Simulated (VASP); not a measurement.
**Mg64O65 (a cell with a defect): single point with PBE**

Mg64O65 (a cell with a defect):

```
CELL_PARAMETERS angstrom
0.00000 8.50876 8.50876
8.50876 0.00000 8.50876
8.50876 8.50876 0.00000
ATOMIC_POSITIONS crystal
Mg 0.00080 0.00183 0.99926
Mg 0.00054 0.00209 0.24806
Mg 0.99898 0.00433 0.49863
Mg 0.99880 0.00511 0.74956
Mg 0.00194 0.25290 0.99764
Mg 0.00136 0.25116 0.24945
Mg 0.00069 0.25043 0.49998
Mg 0.00173 0.25169 0.74824
Mg 0.00328 0.50338 0.99966
Mg 0.00129 0.50139 0.24848
Mg 0.00241 0.50254 0.49901
Mg 0.00451 0.50461 0.74307
Mg 0.99630 0.75210 0.00798
Mg 0.00037 0.75013 0.24880
Mg 0.99379 0.75412 0.49276
Mg 0.98784 0.76243 0.75140
Mg 0.24989 0.99989 0.00013
Mg 0.24905 0.99785 0.25315
Mg 0.24819 0.99901 0.50147
Mg 0.24918 0.99782 0.74986
Mg 0.25036 0.24899 0.00226
Mg 0.24939 0.24803 0.25202
Mg 0.24963 0.24765 0.50067
Mg 0.25052 0.24920 0.74874
Mg 0.25199 0.49640 0.00802
Mg 0.25001 0.50049 0.24882
Mg 0.25396 0.49393 0.49284
Mg 0.26236 0.48785 0.75153
Mg 0.24902 0.74914 0.99981
Mg 0.24842 0.74855 0.25074
Mg 0.23875 0.73890 0.50846
Mg 0.23969 0.73978 0.75524
Mg 0.49927 0.99935 0.00139
Mg 0.49852 0.99861 0.25172
Mg 0.49870 0.99880 0.50127
Mg 0.49932 0.99941 0.75035
Mg 0.50104 0.24894 0.00064
Mg 0.50076 0.24945 0.24995
Mg 0.50141 0.24876 0.49996
Mg 0.50304 0.24833 0.74975
Mg 0.50174 0.50090 0.99927
Mg 0.50197 0.50065 0.24808
Mg 0.50423 0.49909 0.49866
Mg 0.50504 0.49890 0.74957
Mg 0.49979 0.75000 0.00013
Mg 0.49776 0.74916 0.25313
Mg 0.49892 0.74832 0.50146
Mg 0.49773 0.74929 0.74985
Mg 0.74887 0.00111 0.00062
Mg 0.74935 0.00085 0.24994
Mg 0.74865 0.00152 0.49995
Mg 0.74826 0.00312 0.74973
Mg 0.75150 0.25158 0.99887
Mg 0.75136 0.25145 0.24867
Mg 0.75111 0.25119 0.49970
Mg 0.75120 0.25127 0.74882
Mg 0.75280 0.50205 0.99764
Mg 0.75107 0.50147 0.24944
Mg 0.75033 0.50080 0.49998
Mg 0.75161 0.50184 0.74824
Mg 0.74892 0.75047 0.00222
Mg 0.74794 0.74949 0.25199
Mg 0.74755 0.74974 0.50066
Mg 0.74912 0.75063 0.74871
O 0.12533 0.12541 0.12402
O 0.12491 0.12865 0.37105
O 0.12502 0.12902 0.62570
O 0.12548 0.12536 0.87564
O 0.12715 0.36725 0.13146
O 0.12614 0.37378 0.37498
O 0.12823 0.36594 0.62429
O 0.12800 0.37414 0.87422
O 0.12584 0.62595 0.13302
O 0.12623 0.62636 0.36062
O 0.11204 0.61229 0.58796
O 0.11324 0.61334 0.92914
O 0.12439 0.87815 0.12339
O 0.12246 0.87791 0.37208
O 0.10952 0.91185 0.61594
O 0.12274 0.87767 0.87720
O 0.37633 0.12326 0.12583
O 0.37564 0.12414 0.37512
O 0.37676 0.12332 0.62476
O 0.37583 0.12394 0.87542
O 0.37746 0.37297 0.12629
O 0.37810 0.37250 0.37288
O 0.37915 0.37036 0.62410
O 0.37909 0.36998 0.87768
O 0.37805 0.62450 0.12340
O 0.37778 0.62260 0.37211
O 0.41182 0.60965 0.61594
O 0.37758 0.62285 0.87720
O 0.37458 0.87467 0.12524
O 0.37427 0.87435 0.37519
O 0.37469 0.87477 0.62549
O 0.37479 0.87489 0.87528
O 0.62530 0.12539 0.12531
O 0.62539 0.12549 0.37427
O 0.62474 0.12485 0.62482
O 0.62468 0.12477 0.87648
O 0.62698 0.37510 0.12411
O 0.62683 0.37447 0.37374
O 0.63091 0.36936 0.62536
O 0.62707 0.37446 0.87559
O 0.62531 0.62543 0.12402
O 0.62856 0.62502 0.37102
O 0.62894 0.62513 0.62570
O 0.62527 0.62558 0.87564
O 0.62318 0.87642 0.12582
O 0.62405 0.87573 0.37512
O 0.62321 0.87686 0.62476
O 0.62385 0.87593 0.87541
O 0.87499 0.12707 0.12411
O 0.87436 0.12694 0.37373
O 0.86928 0.13098 0.62536
O 0.87436 0.12715 0.87560
O 0.87641 0.37652 0.12359
O 0.87553 0.37565 0.37461
O 0.87581 0.37592 0.62466
O 0.87672 0.37682 0.87371
O 0.86716 0.62726 0.13144
O 0.87366 0.62625 0.37497
O 0.86581 0.62835 0.62428
O 0.87404 0.62812 0.87419
O 0.87287 0.87755 0.12627
O 0.87237 0.87822 0.37286
O 0.87023 0.87928 0.62408
O 0.86990 0.87917 0.87764
O 0.17122 0.67123 0.69912
```

```json
{"Program": "VASP 6.6.1", "Task": "single point", "Functional": "PBE", "Potentials or basis": "VASP PAW PBE potentials, release 64 (Mg, O)", "Cutoff": "520 eV", "k mesh": "1 × 1 × 1", "Occupations": "fermi-dirac, width 0.01 eV", "Spin": "no spin polarisation"}
```

```
Largest force : 0.231 eV/Å
```

Forces on the atoms (eV/Å):
```
Mg  -0.011  0.008 -0.002
Mg  -0.007  0.014 -0.002
Mg   0.008  0.011  0.000
Mg  -0.016 -0.012 -0.002
Mg  -0.008  0.011 -0.005
Mg   0.001  0.008  0.004
Mg  -0.006  0.002 -0.011
Mg  -0.017 -0.004  0.000
Mg   0.008  0.007 -0.026
Mg  -0.011 -0.011  0.007
Mg   0.001  0.000 -0.017
Mg  -0.022 -0.023 -0.089
Mg  -0.036 -0.004 -0.007
Mg  -0.008  0.024 -0.006
Mg  -0.016  0.064 -0.009
Mg  -0.072  0.041  0.014
Mg  -0.001 -0.004  0.004
Mg   0.008 -0.010  0.008
Mg   0.014 -0.014 -0.003
Mg   0.005 -0.008  0.004
Mg   0.008 -0.015  0.008
Mg   0.004 -0.018 -0.004
Mg   0.021 -0.004 -0.003
Mg   0.006 -0.014  0.007
Mg  -0.005 -0.035 -0.005
Mg   0.021 -0.006 -0.004
Mg   0.062 -0.018 -0.007
Mg   0.042 -0.076  0.018
Mg   0.000  0.003 -0.009
Mg  -0.006 -0.003  0.009
Mg   0.001  0.004  0.075
Mg   0.019  0.022  0.058
Mg  -0.003 -0.003  0.005
Mg  -0.007 -0.007  0.000
Mg   0.007  0.007  0.000
Mg  -0.001 -0.002  0.007
Mg  -0.007 -0.015 -0.007
Mg   0.005 -0.003 -0.001
Mg   0.015  0.000 -0.007
Mg   0.005 -0.014  0.004
Mg   0.008 -0.011 -0.001
Mg   0.014 -0.007 -0.002
Mg   0.011  0.007  0.001
Mg  -0.011 -0.016 -0.001
Mg  -0.006  0.001  0.002
Mg  -0.011  0.010  0.006
Mg  -0.016  0.015 -0.003
Mg  -0.010  0.005  0.002
Mg  -0.014 -0.008 -0.008
Mg  -0.002  0.004 -0.002
Mg   0.002  0.014 -0.007
Mg  -0.013  0.004  0.003
Mg  -0.001 -0.004 -0.007
Mg   0.003  0.001 -0.008
Mg   0.009  0.006 -0.007
Mg  -0.012 -0.016 -0.008
Mg   0.012 -0.009 -0.006
Mg   0.010  0.000  0.002
Mg   0.003 -0.008 -0.012
Mg  -0.003 -0.019 -0.002
Mg  -0.016  0.008  0.006
Mg  -0.018  0.005 -0.007
Mg  -0.004  0.021 -0.006
Mg  -0.014  0.007  0.005
O   -0.005 -0.007 -0.007
O   -0.006 -0.013  0.016
O    0.016  0.009  0.015
O    0.003 -0.001 -0.005
O   -0.005  0.010 -0.013
O   -0.002  0.002  0.001
O   -0.002 -0.007 -0.023
O   -0.003 -0.010 -0.022
O    0.009  0.010  0.005
O    0.034  0.036  0.002
O    0.085  0.090 -0.067
O   -0.018 -0.016 -0.064
O    0.003  0.002 -0.003
O   -0.015 -0.003  0.006
O    0.055 -0.060  0.061
O    0.010  0.006  0.004
O    0.000  0.004  0.005
O   -0.001 -0.004  0.000
O   -0.005 -0.005  0.002
O    0.002 -0.006 -0.003
O    0.002  0.003 -0.003
O    0.014 -0.006 -0.002
O   -0.005 -0.005 -0.010
O   -0.003 -0.004 -0.006
O    0.003  0.002 -0.003
O   -0.004 -0.015  0.005
O   -0.061  0.055  0.056
O    0.006  0.011  0.001
O   -0.004 -0.005  0.003
O   -0.005 -0.009  0.006
O    0.004  0.001  0.008
O    0.002  0.000  0.003
O    0.002  0.003  0.000
O   -0.003 -0.003  0.001
O   -0.006 -0.005 -0.004
O    0.002  0.002  0.001
O   -0.001  0.003 -0.010
O   -0.004 -0.006 -0.004
O   -0.009  0.011 -0.008
O   -0.002  0.001 -0.006
O   -0.007 -0.005 -0.007
O   -0.014 -0.006  0.016
O    0.008  0.016  0.014
O    0.000  0.002 -0.004
O    0.004 -0.001  0.006
O   -0.003 -0.002  0.002
O   -0.003 -0.005  0.004
O   -0.004  0.001 -0.003
O    0.002  0.000 -0.009
O   -0.006 -0.002 -0.002
O    0.011 -0.010 -0.007
O    0.000 -0.002 -0.004
O   -0.003 -0.002 -0.015
O   -0.006 -0.004 -0.007
O   -0.002  0.002 -0.012
O   -0.004 -0.001 -0.011
O    0.009 -0.004 -0.012
O    0.001 -0.002  0.002
O   -0.008 -0.002 -0.022
O   -0.012  0.000 -0.022
O    0.004  0.002 -0.002
O   -0.005  0.013  0.000
O   -0.007 -0.006 -0.007
O   -0.003 -0.002 -0.006
O    0.035  0.038  0.225
```

Levels at points of the mesh, in eV from the Fermi level:
```
           k point  band 256  band 257  band 258  band 259  band 260  band 261  band 262  band 263  band 264  band 265
(0.00, 0.00, 0.00)     -2.58     -2.48     -1.29     -0.89     -0.26      1.34      3.61      3.62      3.66      3.67
```

It took 2.3 min on 1 × NVIDIA H100 80GB with 1 thread of Intel(R) Xeon(R) Platinum 8481C CPU @ 2.70GHz (Sapphire Rapids), with other jobs on the host, peak memory 1.9 GiB.

Caveat: the k points lie up to 0.64 Å⁻¹ apart; the cell carries a net charge on a neutralising background, which shifts energy and pressure; the cell is charged against a uniform background, so pressure and absolute levels hang on convention.
